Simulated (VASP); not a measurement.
# Se (P4/mmm) in VASP: a series of runs, part 2 of 3

VASP 6.6.1.

## 3. Relaxation of cell and atoms, PBE

This run uses another cell than the first one, of 27.85 Å³/atom.

The input, INCAR:

```
  ALGO = Normal
  EDIFF = 1E-6
  EDIFFG = -0.01
  ENCUT = 600
  GGA = PE
  IBRION = 2
  ISIF = 3
  ISMEAR = 0
  LASPH = T
  LCHARG = F
  LREAL = F
  LWAVE = F
  NELM = 80
  NSW = 100
  PREC = Accurate
  SIGMA = 0.1
```

The input, KPOINTS:

```
k-points
0
Gamma
  20 20 14
```

The input, POSCAR:

```
Se
1.0
    2.6443751484      0.0000000000      0.0000000000
    0.0000000000      2.6443751484      0.0000000000
    0.0000000000      0.0000000000      3.9831093695
Se
1
Direct
    0.0000000000      0.0000000000      0.5000000000
```

Potentials or basis: VASP PAW PBE potentials, release 64 (Se).

On the command line:

```bash
$ cat potpaw_PBE.64/Se/POTCAR > POTCAR
$ mpirun -np 1 vasp_std > vasp.out
```

OUTCAR:

```text
EDIFF = 1E-6
   EDIFFG = -0.01
   ENCUT = 600
   GGA = PE
   IBRION = 2
   ISIF = 3
   ISMEAR = 0
   LASPH = T
   LREAL = F
   NELM = 80
   NSW = 100
   PREC = Accurate

 ion  position               nearest neighbor table
   1  0.000  0.000  0.500-

  LATTYP: Found a simple tetragonal cell.
 ALAT       =     2.6443751484
 C/A-ratio  =     1.5062572994

  Lattice vectors:

 A1 = (   2.6443751484,   0.0000000000,   0.0000000000)
 A2 = (   0.0000000000,   2.6443751484,   0.0000000000)
 A3 = (   0.0000000000,   0.0000000000,   3.9831093695)

Analysis of symmetry for initial positions (statically):
=====================================================================
 Subroutine PRICEL returns:
 Original cell was already a primitive cell.

 Routine SETGRP: Setting up the symmetry group for a
 simple tetragonal supercell.

 Subroutine GETGRP returns: Found 16 space group operations
 (whereof 16 operations were pure point group operations)
 out of a pool of 16 trial point group operations.

The static configuration has the point symmetry D_4h.

Analysis of symmetry for dynamics (positions and initial velocities):
=====================================================================
 Subroutine PRICEL returns:
 Original cell was already a primitive cell.

 Routine SETGRP: Setting up the symmetry group for a
 simple tetragonal supercell.

 Subroutine GETGRP returns: Found 16 space group operations
 (whereof 16 operations were pure point group operations)
 out of a pool of 16 trial point group operations.

The dynamic configuration has the point symmetry D_4h.

 Subroutine INISYM returns: Found 16 space group operations
 (whereof 16 operations are pure point group operations),
 and found     1 'primitive' translations

----------------------------------------------------------------------------------------

                                     Primitive cell

  volume of cell :      27.8528

  direct lattice vectors                    reciprocal lattice vectors
     2.644375148  0.000000000  0.000000000     0.378161170  0.000000000  0.000000000
     0.000000000  2.644375148  0.000000000     0.000000000  0.378161170  0.000000000
     0.000000000  0.000000000  3.983109370     0.000000000  0.000000000  0.251060141

  length of vectors
     2.644375148  2.644375148  3.983109370     0.378161170  0.378161170  0.251060141

  position of ions in fractional coordinates (direct lattice)
     0.000000000  0.000000000  0.500000000

  ion indices of the primitive-cell ions
   primitive index   ion index
                 1           1

----------------------------------------------------------------------------------------

 KPOINTS: k-points

Automatic generation of k-mesh.
 Grid dimensions read from file:
 generate k-points for:   20   20   14

 Generating k-lattice:

  Cartesian coordinates                     Fractional coordinates (reciprocal lattice)
     0.018908058  0.000000000  0.000000000     0.050000000  0.000000000  0.000000000
     0.000000000  0.018908058  0.000000000     0.000000000  0.050000000  0.000000000
     0.000000000  0.000000000  0.017932867     0.000000000  0.000000000  0.071428571

  Length of vectors
     0.018908058  0.018908058  0.017932867

  Shift w.r.t. Gamma in fractional coordinates (k-lattice)
     0.000000000  0.000000000  0.000000000

 Subroutine IBZKPT returns following result:
 ===========================================

 Found    528 irreducible k-points:

 Following reciprocal coordinates:
            Coordinates               Weight
  0.000000  0.000000  0.000000      1.000000
  0.050000  0.000000  0.000000      4.000000
  0.100000  0.000000  0.000000      4.000000
  0.150000  0.000000  0.000000      4.000000
  0.200000  0.000000  0.000000      4.000000
  0.250000  0.000000  0.000000      4.000000
[... 16 lines left out ...]
  0.150000  0.100000  0.000000      8.000000
  0.200000  0.100000  0.000000      8.000000
 [... further k-points ...]
   k-points           NKPTS =    528   k-points in BZ     NKDIM =    528   number of bands    NBANDS=      7
   number of dos      NEDOS =    301   number of ions     NIONS =      1
   total plane-waves  NPLWV =  18432
   dimension x,y,z NGX =    24 NGY =   24 NGZ =   32
   dimension x,y,z NGXF=    48 NGYF=   48 NGZF=   64
   ions per type =               1
   NGX,Y,Z   is equivalent  to a cutoff of  15.09, 15.09, 13.36 a.u.
   NGXF,Y,Z  is equivalent  to a cutoff of  30.18, 30.18, 26.71 a.u.
 SYSTEM =  unknown system
   PREC   = accura    normal or accurate (medium, high low for compatibility)
   ISTART =      0    job   : 0-new  1-cont  2-samecut
   ICHARG =      2    charge: 1-file 2-atom 10-const
   ISPIN  =      1    spin polarized calculation?
   LNONCOLLINEAR =      F non collinear calculations
   LSORBIT =      F    spin-orbit coupling
   LASPH  =      T    aspherical Exc in radial PAW
   ENCUT  =  600.0 eV  44.10 Ry    6.64 a.u.   5.28  5.28  7.96*2*pi/ulx,y,z
   NELM   =     80;   NELMIN=  2; NELMDL= -5     # of ELM steps
   EDIFF  = 0.1E-05   stopping-criterion for ELM
   LREAL  =      F    real-space projection
   EDIFFG = -.1E-01   stopping-criterion for IOM
   NSW    =    100    number of steps for IOM
   IBRION =      2    ionic relax: 0-MD 1-quasi-New 2-CG
   NFREE  =      1    steps in history (QN), initial steepest desc. (CG)
   ISIF   =      3    stress and relaxation
   ISYM   =      2    0-nonsym 1-usesym 2-fastsym
   POTIM  = 0.5000    time-step for ionic-motion
   TEBEG  =    0.0;   TEEND  =   0.0 temperature during run
   PSTRESS=    0.0 pullay stress
   NELECT =       6.0000    total number of electrons
   NUPDOWN=      -1.0000    fix difference up-down
   EMIN   =  10.00;   EMAX   =-10.00  energy-range for DOS
   EFERMI =   0.00;   METHOD = LEGACY
   ISMEAR =     0;   SIGMA  =   0.10  broadening in eV -4-tet -1-fermi 0-gaus
   EFERMI_NEDOS =   21; number of points for ismear=-14 and -15
   IALGO  =     38    algorithm
   IMIX   =      4    mixing-type and parameters
     AMIX     =   0.40;   BMIX     =  1.00
     AMIX_MAG =   1.60;   BMIX_MAG =  1.00
  volume/ion in A,a.u.               =      27.85       187.96
  Fermi-wavevector in a.u.,A,eV,Ry     =   0.981377  1.854533 13.103777  0.963100
  Thomas-Fermi vector in A             =   2.112379
   LORBIT       =      0    0 simple, 1 ext, 2 COOP (PROOUT), +10 PAW based schemes
   GGA     = PE    functional components
   LHFCALC =     F    Hartree Fock is set to
   AEXX    =    0.0000 exact exchange contribution
   IVDW    =     0    specifies the selected vdW correction
   LEPSILON=     F    determine dielectric tensor
   LRPA    =     F    only Hartree local field effects (RPA)
 conjugate gradient relaxation of ions
 non-spin polarized calculation
 Gauss-broadening in eV      SIGMA  =   0.10
  energy-cutoff  :      600.00
  volume of cell :       27.85
 maximum number of plane-waves:       960
 NGX is ok and might be reduce to    24
   NGX = 11   NGY = 11   NGZ = 15

--------------------------------------- Ionic step        1  -------------------------------------------

 number of electron       6.0000000 magnetization

 Free energy of the ion-electron system (eV)
  ---------------------------------------------------
  ext. energy  EPLUGINS =         0.00000000
  ---------------------------------------------------
  free energy    TOTEN  =        -3.29690409 eV

  energy without entropy =       -3.29437521  energy(sigma->0) =       -3.29563965

------------------------ aborting loop because EDIFF is reached ----------------------------------------

  FORCE on cell =-STRESS in cart. coord.  units (eV):
  Direction    XX          YY          ZZ          XY          YZ          ZX
  --------------------------------------------------------------------------------------
  -------------------------------------------------------------------------------------
  Total       -0.0779962     -0.0779962      0.0447223      0.0000000      0.0000000     -0.0000000
  in kB       -4.4865812     -4.4865812      2.5725646      0.0000000      0.0000000     -0.0000000
  external PRESSURE =      -2.1335326 kB  Pullay stress =       0.0000000 kB
[... 232 lines left out ...]
--------------------------------------- Ionic step        8  -------------------------------------------

 number of electron       6.0000001 magnetization

 Free energy of the ion-electron system (eV)
  ---------------------------------------------------
  ext. energy  EPLUGINS =         0.00000000
  ---------------------------------------------------
  free energy    TOTEN  =        -3.29926646 eV

  energy without entropy =       -3.29716649  energy(sigma->0) =       -3.29821648

 E-fermi :   1.5367     XC(G=0):  -8.1091

 val. band max:        1.5173892100   @ k =   0.4000   0.3500   0.4286
 cond. band min:       1.5931542595   @ k =   0.5000   0.3000   0.3571
 fundamental gap:      0.0757650495
 Fermi energy:         1.5366887986

 k-point     1 :       0.0000    0.0000    0.0000
  band No.  band energies     occupation
      1     -13.9860      2.00000
      2      -1.7975      2.00000
      3       5.2968      0.00000
      4       5.4350      0.00000
      5       5.4350      0.00000
      6      11.2362      0.00000
      7      13.3372      0.00000
[... 221 lines left out ...]
 k-point    24 :       0.2000    0.1000    0.0000
  band No.  band energies     occupation
      1     -13.0781      2.00000
      2      -0.9523      2.00000
      3       0.8583      2.00000
      4       4.3116      0.00000
      5       6.3495      0.00000
      6      14.1317      0.00000
      7      14.8274      0.00000

 [... further k-points ...]
[... 5 lines left out ...]
  --------------------------------------------------------------------------------------
  -------------------------------------------------------------------------------------
  Total        0.0021540      0.0021540     -0.0059388      0.0000000     -0.0000000     -0.0000000
  in kB        0.1120512      0.1120512     -0.3089370      0.0000000     -0.0000000     -0.0000000
  external PRESSURE =      -0.0282782 kB  Pullay stress =       0.0000000 kB
[... 16 lines left out ...]
  FREE ENERGIE OF THE ION-ELECTRON SYSTEM (eV)
  ---------------------------------------------------
  free  energy   TOTEN  =        -3.2992664563 eV

  energy  without entropy=       -3.2971664945  energy(sigma->0) =       -3.29821648

 reached required accuracy - stopping structural energy minimisation
```

CONTCAR:

```text
Se
   1.00000000000000
     2.6352363178190603   -0.0000000000000000   -0.0000000000000001
     0.0000000000000000    2.6352363178190603    0.0000000000000002
     0.0000000000000001    0.0000000000000000    4.4350360497934087
  Se
     1
Direct
     0.0000000000000000    0.0000000000000000    0.5000000000000000

  0.00000000E+00  0.00000000E+00  0.00000000E+00
```

It took 3.5 min on 1 thread of AMD EPYC 9R45 (Zen 5), shared host; peak memory 0.24 GiB.

Results:

```yaml
Free_energy: -3.2993 eV
Relaxed_volume: 30.80 Å³/atom
Relaxed_cell: a = 2.635 Å, b = 2.635 Å, c = 4.435 Å, α = 90.00°, β = 90.00°, γ = 90.00°
Space_group_after_relaxing_to_0.1_Å: P4/mmm (No. 123)
Energy_gained_by_relaxing: 2.4 meV/atom
Ionic_steps: 8
Pressure_after_relaxing: 0.0 GPa
Band_gap_on_the_k_mesh: zero (bands 3 and 4 overlap by 5.23 eV)
```

Step by step:
| step | energy change (eV) | largest force (eV/Å) | pressure (GPa) | volume (Å³) |
| --- | --- | --- | --- | --- |
| 1 | 0.0000 | 0.0000 | -0.21 | 27.85 |
| 2 | -0.0002 | 0.0000 | 0.35 | 27.70 |
| 3 | -0.0002 | 0.0000 | 0.14 | 27.75 |
| 4 | -0.0003 | 0.0000 | 0.14 | 27.82 |
| 5 | -0.0006 | 0.0000 | 0.12 | 28.02 |
| 6 | -0.0012 | 0.0000 | 0.08 | 28.42 |
| 7 | -0.0020 | 0.0000 | 0.01 | 29.21 |
| 8 | -0.0024 | 0.0000 | 0.00 | 30.80 |

Final structure:
```
Se
1.0
     2.63524    0.00000    0.00000
     0.00000    2.63524    0.00000
     0.00000    0.00000    4.43504
Se
1
Cartesian
  0.0000 0.0000 2.2175
```

Levels at points of the mesh, in eV from the Fermi level:
```tsv
k point	band 1	band 2	band 3	band 4	band 5	band 6	band 7
(0.00, 0.00, 0.00)	-15.52	-3.33	3.76	3.90	3.90	9.70	11.80
(0.50, 0.00, 0.00)	-12.52	-6.67	-0.76	5.88	6.99	8.43	9.65
(0.50, 0.50, 0.00)	-9.35	-4.25	-4.25	1.55	4.18	10.48	10.48
(0.00, 0.00, 0.50)	-15.46	-4.31	3.93	3.93	8.63	9.79	10.51
(0.50, 0.00, 0.50)	-12.47	-6.59	-1.44	4.91	5.90	13.12	13.45
(0.50, 0.50, 0.50)	-9.31	-4.20	-4.20	1.07	4.40	8.85	8.85
```

(Continued in part 3 of 3.)
